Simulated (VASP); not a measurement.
# SiC in VASP: further runs

The runs below take SiC through single point, with r2SCAN.

Everything below comes from runs of VASP 6.6.1. Logs are shortened: lines on timing, memory, paths and dates and some standing lists are left out, and cuts for length are marked.

**1. The cell of the first run**

The structure is tetragonal, space group I-4m2 (No. 119). The conventional cell has a = 3.080 Å, b = 3.080 Å, c = 4.535 Å, α = 90.00°, β = 90.00°, γ = 90.00°. Within 2.5 Å of Si (site symmetry -4m2) lie 4 C at 1.91 Å. C (site symmetry -4m2) has 4 Si at 1.91 Å within 2.5 Å.

**2. Single point, r2SCAN (uniaxial z strain +4.1%)**

Contents of POSCAR:

```
SiC
1.0
    0.0000000000      2.1780523503      2.2675703018
    2.1780523503      0.0000000000      2.2675703018
    2.1780523503      2.1780523503      0.0000000000
Si C
1 1
Direct
    0.0000000000      0.0000000000      0.0000000000
    0.2500000000      0.2500000000      0.2500000000
```

Contents of INCAR.step1:

```
  PREC = Accurate
  ENCUT = 520
  ISMEAR = 0
  SIGMA = 0.01
  LREAL = F
  LASPH = T
  NELM = 80
  NBANDS = 11
  GGA = PE
  ALGO = Normal
  EDIFF = 1E-4
  LWAVE = T
  LCHARG = F
```

Contents of INCAR.step2:

```
  PREC = Accurate
  ENCUT = 520
  EDIFF = 1E-6
  ISMEAR = 0
  SIGMA = 0.01
  LREAL = F
  LASPH = T
  NELM = 80
  ALGO = Normal
  ISIF = 2
  LWAVE = F
  LCHARG = T
  METAGGA = R2SCAN
  LMIXTAU = T
  LELF = T
  LVHAR = T
  NBANDS = 11
  ISTART = 1
```

Contents of KPOINTS:

```
Automatic mesh
0
Gamma
  10 10 10
```

Potentials or basis: VASP PAW PBE potentials, release 64 (Si, C).

Run with:

```console
> cat potpaw_PBE.64/Si/POTCAR potpaw_PBE.64/C/POTCAR > POTCAR
> cp INCAR.step1 INCAR
> mpirun -np 1 vasp_std > vasp.out
> cp INCAR.step2 INCAR
> mpirun -np 1 vasp_std > vasp.out
```

OUTCAR:

```text
PREC = Accurate
   ENCUT = 520
   EDIFF = 1E-6
   ISMEAR = 0
   LREAL = F
   LASPH = T
   NELM = 80
   ISIF = 2
   METAGGA = R2SCAN
   ISTART = 1

 ion  position               nearest neighbor table
   1  0.000  0.000  0.000-   2 1.91   2 1.91   2 1.91   2 1.91
   2  0.250  0.250  0.250-   1 1.91   1 1.91   1 1.91   1 1.91

  LATTYP: Found a body centered tetragonal cell.
 ALAT       =     3.0802311734
 C/A-ratio  =     1.4723377397

  Lattice vectors:

 A1 = (  -2.1780523503,   0.0000000000,   2.2675703018)
 A2 = (   2.1780523503,   0.0000000000,   2.2675703018)
 A3 = (   0.0000000000,   2.1780523503,  -2.2675703018)

Analysis of symmetry for initial positions (statically):
=====================================================================
 Subroutine PRICEL returns:
 Original cell was already a primitive cell.

 Routine SETGRP: Setting up the symmetry group for a
 body centered tetragonal supercell.

 Subroutine GETGRP returns: Found  8 space group operations
 (whereof  8 operations were pure point group operations)
 out of a pool of 16 trial point group operations.

The static configuration has the point symmetry D_2d.

Analysis of symmetry for dynamics (positions and initial velocities):
=====================================================================
 Subroutine PRICEL returns:
 Original cell was already a primitive cell.

 Routine SETGRP: Setting up the symmetry group for a
 body centered tetragonal supercell.

 Subroutine GETGRP returns: Found  8 space group operations
 (whereof  8 operations were pure point group operations)
 out of a pool of 16 trial point group operations.

The dynamic configuration has the point symmetry D_2d.

 Subroutine INISYM returns: Found  8 space group operations
 (whereof  8 operations are pure point group operations),
 and found     1 'primitive' translations

----------------------------------------------------------------------------------------

                                     Primitive cell

  volume of cell :      21.5143

  direct lattice vectors                    reciprocal lattice vectors
     0.000000000  2.178052350  2.267570302    -0.229562894  0.229562894  0.220500330
     2.178052350  0.000000000  2.267570302     0.229562894 -0.229562894  0.220500330
     2.178052350  2.178052350  0.000000000     0.229562894  0.229562894 -0.220500330

  length of vectors
     3.144167157  3.144167157  3.080231173     0.392452086  0.392452086  0.392452086

  position of ions in fractional coordinates (direct lattice)
     0.000000000  0.000000000  0.000000000
     0.250000000  0.250000000  0.250000000

  ion indices of the primitive-cell ions
   primitive index   ion index
                 1           1
                 2           2

----------------------------------------------------------------------------------------

 KPOINTS: Automatic mesh

Automatic generation of k-mesh.
 Grid dimensions read from file:
 generate k-points for:   10   10   10

 Generating k-lattice:

  Cartesian coordinates                     Fractional coordinates (reciprocal lattice)
    -0.022956289  0.022956289  0.022050033     0.100000000  0.000000000  0.000000000
     0.022956289 -0.022956289  0.022050033     0.000000000  0.100000000  0.000000000
     0.022956289  0.022956289 -0.022050033     0.000000000  0.000000000  0.100000000

  Length of vectors
     0.039245209  0.039245209  0.039245209

  Shift w.r.t. Gamma in fractional coordinates (k-lattice)
     0.000000000  0.000000000  0.000000000

 Subroutine IBZKPT returns following result:
 ===========================================

 Found    102 irreducible k-points:

 Following reciprocal coordinates:
            Coordinates               Weight
  0.000000  0.000000  0.000000      1.000000
  0.100000  0.000000  0.000000      8.000000
  0.200000  0.000000  0.000000      8.000000
  0.300000  0.000000  0.000000      8.000000
  0.400000  0.000000  0.000000      8.000000
  0.500000 -0.000000  0.000000      4.000000
[... 16 lines left out ...]
  0.300000  0.300000  0.000000      2.000000
  0.400000  0.300000  0.000000      8.000000
 [... further k-points ...]
   k-points           NKPTS =    102   k-points in BZ     NKDIM =    102   number of bands    NBANDS=     11
   number of dos      NEDOS =    301   number of ions     NIONS =      2
   total plane-waves  NPLWV =  13824
   dimension x,y,z NGX =    24 NGY =   24 NGZ =   24
   dimension x,y,z NGXF=    48 NGYF=   48 NGZF=   48
   ions per type =               1   1
   NGX,Y,Z   is equivalent  to a cutoff of  12.69, 12.69, 12.95 a.u.
   NGXF,Y,Z  is equivalent  to a cutoff of  25.38, 25.38, 25.91 a.u.
 SYSTEM =  unknown system
   PREC   = accura    normal or accurate (medium, high low for compatibility)
   ISTART =      1    job   : 0-new  1-cont  2-samecut
   ICHARG =      0    charge: 1-file 2-atom 10-const
   ISPIN  =      1    spin polarized calculation?
   LNONCOLLINEAR =      F non collinear calculations
   LSORBIT =      F    spin-orbit coupling
   LASPH  =      T    aspherical Exc in radial PAW
   ENCUT  =  520.0 eV  38.22 Ry    6.18 a.u.   5.85  5.85  5.73*2*pi/ulx,y,z
   NELM   =     80;   NELMIN=  2; NELMDL=  0     # of ELM steps
   EDIFF  = 0.1E-05   stopping-criterion for ELM
   LREAL  =      F    real-space projection
   EDIFFG = 0.1E-04   stopping-criterion for IOM
   NSW    =      0    number of steps for IOM
   IBRION =     -1    ionic relax: 0-MD 1-quasi-New 2-CG
   NFREE  =      0    steps in history (QN), initial steepest desc. (CG)
   ISIF   =      2    stress and relaxation
   ISYM   =      2    0-nonsym 1-usesym 2-fastsym
   POTIM  = 0.5000    time-step for ionic-motion
   TEBEG  =    0.0;   TEEND  =   0.0 temperature during run
   PSTRESS=    0.0 pullay stress
   NELECT =       8.0000    total number of electrons
   NUPDOWN=      -1.0000    fix difference up-down
   EMIN   =  10.00;   EMAX   =-10.00  energy-range for DOS
   EFERMI =   0.00;   METHOD = LEGACY
   ISMEAR =     0;   SIGMA  =   0.01  broadening in eV -4-tet -1-fermi 0-gaus
   EFERMI_NEDOS =   21; number of points for ismear=-14 and -15
   IALGO  =     38    algorithm
   IMIX   =      4    mixing-type and parameters
     AMIX     =   0.40;   BMIX     =  1.00
     AMIX_MAG =   1.60;   BMIX_MAG =  1.00
  volume/ion in A,a.u.               =      10.76        72.59
  Fermi-wavevector in a.u.,A,eV,Ry     =   1.177233  2.224647 18.856003  1.385877
  Thomas-Fermi vector in A             =   2.313583
   LORBIT       =      0    0 simple, 1 ext, 2 COOP (PROOUT), +10 PAW based schemes
   METAGGA = R2SCAN    functional components
   LHFCALC =     F    Hartree Fock is set to
   AEXX    =    0.0000 exact exchange contribution
   IVDW    =     0    specifies the selected vdW correction
   LEPSILON=     F    determine dielectric tensor
   LRPA    =     F    only Hartree local field effects (RPA)
 non-spin polarized calculation
 Gauss-broadening in eV      SIGMA  =   0.01
  energy-cutoff  :      520.00
  volume of cell :       21.51
 maximum number of plane-waves:       604
   NGX = 11   NGY = 11   NGZ = 11

 number of electron       8.0000001 magnetization

 Free energy of the ion-electron system (eV)
  ---------------------------------------------------
  ext. energy  EPLUGINS =         0.00000000
  ---------------------------------------------------
  free energy    TOTEN  =       -19.28217582 eV

  energy without entropy =      -19.28217582  energy(sigma->0) =      -19.28217582

 E-fermi :   7.7466     XC(G=0): -11.7621

 val. band max:        7.6600590441   @ k =   0.0000   0.0000   0.0000
 cond. band min:       9.1919389380   @ k =   0.5000   0.0000   0.5000
 fundamental gap:      1.5318798940
 Fermi energy:         7.7466460304

 k-point     1 :       0.0000    0.0000    0.0000
  band No.  band energies     occupation
      1      -8.3167      2.00000
      2       7.3596      2.00000
      3       7.6600      2.00000
      4       7.6601      2.00000
      5      13.8863      0.00000
      6      15.0857      0.00000
      7      15.0857      0.00000
      8      15.2027      0.00000
      9      21.8459      0.00000
     10      23.1554      0.00000
     11      24.6616      0.00000

 k-point     2 :       0.1000    0.0000    0.0000
  band No.  band energies     occupation
      1      -8.1203      2.00000
      2       6.4971      2.00000
      3       7.3196      2.00000
      4       7.5395      2.00000
      5      14.1976      0.00000
      6      15.2576      0.00000
      7      15.3529      0.00000
      8      15.5477      0.00000
      9      21.0647      0.00000
     10      22.1303      0.00000
     11      24.6007      0.00000

 k-point     3 :       0.2000    0.0000    0.0000
  band No.  band energies     occupation
      1      -7.5413      2.00000
      2       4.3399      2.00000
      3       6.9401      2.00000
      4       7.2628      2.00000
      5      13.9071      0.00000
      6      15.6765      0.00000
      7      15.8358      0.00000
      8      16.7339      0.00000
      9      20.6827      0.00000
     10      21.2438      0.00000
     11      23.7624      0.00000

 k-point     4 :       0.3000    0.0000    0.0000
  band No.  band energies     occupation
      1      -6.6213      2.00000
      2       1.9954      2.00000
      3       6.5604      2.00000
      4       6.9789      2.00000
      5      13.4488      0.00000
      6      15.5051      0.00000
      7      15.8849      0.00000
      8      17.8536      0.00000
      9      21.7614      0.00000
     10      21.7964      0.00000
     11      23.4699      0.00000

 k-point     5 :       0.4000    0.0000    0.0000
  band No.  band energies     occupation
      1      -5.5064      2.00000
      2      -0.0527      2.00000
      3       6.2960      2.00000
      4       6.7836      2.00000
      5      13.1256      0.00000
      6      15.1583      0.00000
      7      15.5893      0.00000
      8      18.2564      0.00000
      9      23.5647      0.00000
     10      23.6091      0.00000
     11      24.4000      0.00000
[... 211 lines left out ...]
 k-point    21 :      -0.3000    0.2000    0.0000
  band No.  band energies     occupation
      1      -5.2229      2.00000
      2       0.8851      2.00000
      3       3.4471      2.00000
      4       6.6214      2.00000
      5      13.8901      0.00000
      6      16.0029      0.00000
      7      16.8543      0.00000
      8      18.0310      0.00000
      9      20.8143      0.00000
     10      23.9896      0.00000
     11      26.8574      0.00000

 k-point    22 :      -0.2000    0.2000    0.0000
  band No.  band energies     occupation
      1      -6.2674      2.00000
      2       2.5046      2.00000
      3       4.0908      2.00000
      4       7.1207      2.00000
      5      14.7798      0.00000
      6      15.7945      0.00000
      7      16.3858      0.00000
      8      16.8379      0.00000
      9      19.6940      0.00000
     10      23.8860      0.00000
     11      26.5233      0.00000

 k-point    23 :       0.3000    0.3000    0.0000
  band No.  band energies     occupation
      1      -6.1508      2.00000
      2       2.7072      2.00000
      3       5.3894      2.00000
      4       5.3894      2.00000
      5      11.1937      0.00000
      6      13.8692      0.00000
      7      19.5728      0.00000
      8      19.5728      0.00000
      9      19.9684      0.00000
     10      25.6628      0.00000
     11      29.8508      0.00000

 k-point    24 :       0.4000    0.3000    0.0000
  band No.  band energies     occupation
      1      -5.3204      2.00000
      2       1.5250      2.00000
      3       4.5048      2.00000
      4       5.1422      2.00000
      5      10.9957      0.00000
      6      13.9636      0.00000
      7      19.4707      0.00000
      8      20.0896      0.00000
      9      21.6549      0.00000
     10      26.4981      0.00000
     11      29.2554      0.00000

 [... further k-points ...]
[... 5 lines left out ...]
  --------------------------------------------------------------------------------------
  -------------------------------------------------------------------------------------
  Total       -0.6231450     -0.6231450     -2.2427757      0.0000000      0.0000000      0.0000000
  in kB      -46.4058068    -46.4058068   -167.0202182      0.0000000      0.0000000      0.0000000
  external PRESSURE =     -86.6106106 kB  Pullay stress =       0.0000000 kB

 VOLUME and BASIS-vectors are now :
 -----------------------------------------------------------------------------
  energy-cutoff  :      520.00
  volume of cell :       21.51
      direct lattice vectors                 reciprocal lattice vectors
     0.000000000  2.178052350  2.267570302    -0.229562894  0.229562894  0.220500330
     2.178052350  0.000000000  2.267570302     0.229562894 -0.229562894  0.220500330
     2.178052350  2.178052350  0.000000000     0.229562894  0.229562894 -0.220500330

 POSITION                                       TOTAL-FORCE (eV/Angst)
 -----------------------------------------------------------------------------------
      0.00000      0.00000      0.00000        -0.000000     -0.000000      0.000000
      1.08903      1.08903      1.13379         0.000000      0.000000      0.000000
 -----------------------------------------------------------------------------------
    total drift:                                0.000000      0.000000     -0.000002

  FREE ENERGIE OF THE ION-ELECTRON SYSTEM (eV)
  ---------------------------------------------------
  free  energy   TOTEN  =       -19.2821758200 eV

  energy  without entropy=      -19.2821758200  energy(sigma->0) =      -19.28217582
```

Run time: 33 s. Hardware: 1 thread of Intel Xeon 6975P-C (Granite Rapids), shared host; peak memory 0.15 GiB.

Results:

```
Free energy            : -19.2822 eV
Pressure               : -8.7 GPa
Band gap on the k mesh : 1.53 eV, indirect (least direct gap 4.97 eV)
```

Caveat: the cell differs from its parent crystal (uniaxial z strain +4.1%); the PAW data sets were made with another functional, which shifts forces and pressure a little. A k mesh can miss the band edges.

(Continued in part 2 of 2.)
